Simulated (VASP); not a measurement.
Input of a VASP 6.6.1 run:

File INCAR:

```
SYSTEM = SnO2
  PREC = Accurate
  ENCUT = 520
  EDIFF = 1E-6
  ISMEAR = -1
  SIGMA = 0.02
  LREAL = .False.
  LASPH = .True.
  NELM = 100
  ALGO = Normal
  ISIF = 2
  LWAVE = .False.
  LCHARG = .False.
  GGA = PE
  NBANDS = 35
```

The input KPOINTS:

```
Automatic mesh
0
Gamma
  6 6 8
  0 0 0
```

The input POSCAR:

```
SnO2
1.0
    4.6177565128      0.0000000000      0.0000000000
    0.0000000000      4.6177565128      0.0000000000
    0.0000000000      0.0000000000      3.2755873261
Sn O
2 4
Direct
    0.0000000000      0.0000000000      0.0000000000
    0.5000000000      0.5000000000      0.5000000000
    0.3067198412      0.3067198412      0.0000000000
    0.1932801588      0.8067198412      0.5000000000
    0.8067198412      0.1932801588      0.5000000000
    0.6932801588      0.6932801588      0.0000000000
```

Potentials or basis: VASP PAW PBE potentials, release 64 (Sn_d, O).

Run with:

```sh
$ cat potpaw_PBE.64/Sn_d/POTCAR potpaw_PBE.64/O/POTCAR > POTCAR
$ mpirun -np 1 vasp_std > vasp.out
```

(1) What does it give for the largest force?

(2) Estimate the pressure.

Answers

(1) 0.011 eV/Å.

(2) 15.5 GPa.

Caveat: the cell differs from its parent crystal (epitaxial xy strain -3.0%).
